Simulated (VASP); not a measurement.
Write the native input for VASP 6.6.1 that does the following.

| Quantity | Value |
| --- | --- |
| Task | relaxation of cell and atoms |
| Functional | PBEsol |
| Potentials or basis | VASP PAW PBE potentials, release 64 (La, O) |
| Cutoff | 600 eV |
| k mesh | 6 × 6 × 6 |
| Occupations | gaussian, width 0.05 eV |
| Spin | no spin polarisation |
| Target pressure | 20 GPa |
| Dipole correction | no |
| Further INCAR settings | ALGO = Normal; EDIFF = 1e-07; IBRION = 2; EDIFFG = -0.02; NSW = 80; ISIF = 3 |

The structure of LaO lies in POSCAR:

```
LaO
1.0
    3.1600000000      0.0000000000      0.0000000000
    0.0000000000      3.1600000000      0.0000000000
    0.0000000000      0.0000000000      3.1600000000
La O
1 1
Direct
    0.0000000000      0.0000000000      0.0000000000
    0.5000000000      0.5000000000      0.5000000000
```

One way to write it, as run:

INCAR

```
SYSTEM = LaO
  PREC = Accurate
  ENCUT = 600
  EDIFF = 1E-7
  ISMEAR = 0
  SIGMA = 0.05
  LREAL = .FALSE.
  LASPH = .TRUE.
  NELM = 200
  ALGO = Normal
  ISIF = 3
  LWAVE = .FALSE.
  LCHARG = .FALSE.
  GGA = PS
  IBRION = 2
  NSW = 80
  EDIFFG = -0.02
  PSTRESS = 200.0
  GGA_COMPAT = .FALSE.
  NELMIN = 4
  LMAXMIX = 6
```

KPOINTS

```
Automatic mesh
0
G
  6 6 6
  0 0 0
```

Potentials or basis: VASP PAW PBE potentials, release 64 (La, O).

Command:

```console
$ cat potpaw_PBE.64/La/POTCAR potpaw_PBE.64/O/POTCAR > POTCAR
$ mpirun -np 1 vasp_std > vasp.out
```

Results of the run:

The relaxed volume is 13.41 Å³/atom and the relaxed cell is a = 2.994 Å, b = 2.994 Å, c = 2.994 Å, α = 90.00°, β = 90.00°, γ = 90.00°. The space group after relaxing (to 0.1 Å) is Pm-3m (No. 221) and the energy change on relaxing (the run minimises the enthalpy) is +71.5 meV/atom. The ionic steps are 7, the pressure after relaxing is 19.9 GPa and the band gap on the k mesh is zero (an odd number of electrons rules out a gap without spin polarisation).

Caveat: the cell is relaxed towards a set pressure, so the run minimises the enthalpy, not the energy; the PAW data sets were made with another functional, which shifts forces and pressure a little; spin-orbit coupling is left out, which moves the levels of the heavy elements; an odd number of electrons without spin polarisation forces a metal; a magnetic or distorted state may lie lower.

Wall time 42 s on 1 thread of Intel(R) Xeon(R) 6975P-C (Granite Rapids), on a shared host, peak memory 0.18 GiB.
